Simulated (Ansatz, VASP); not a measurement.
# Na in VASP and in Ansatz

```
CELL_PARAMETERS angstrom
-1.97310 1.97310 1.97310
1.97310 -1.97310 1.97310
1.97310 1.97310 -1.97310
ATOMIC_POSITIONS crystal
Na 0.00000 0.00000 0.00000
```

Change from the starting cell: volume scaled by 0.92, PAW files.

Alike in both runs: task single point; functional LDA; k mesh 13 × 13 × 13; occupations fermi-dirac, width 0.05 eV; no spin polarisation.

|  | VASP | Ansatz |
| --- | --- | --- |
| version | VASP 6.6.1 | Ansatz 0.2.0 |
| potentials or method | VASP PAW LDA potentials, release 64 (Na_pv) | PAW with Ansatz's default frozen-core files, scalar-relativistic |
| plane-wave cutoff (eV) | 520 | 420 |
| valence electrons in the cell | 7 | 9 |

Ansatz gave:

- pressure (GPa): 0.9

Q: Which values does VASP return?

A: Pressure (GPa): 0.8.

LDA's correlation is that of Perdew and Zunger in VASP and of Perdew and Wang (1992) in Ansatz. VASP's potentials hold 7 valence electrons a cell and Ansatz's 9, so a difference there can come from the potentials and not from the codes.
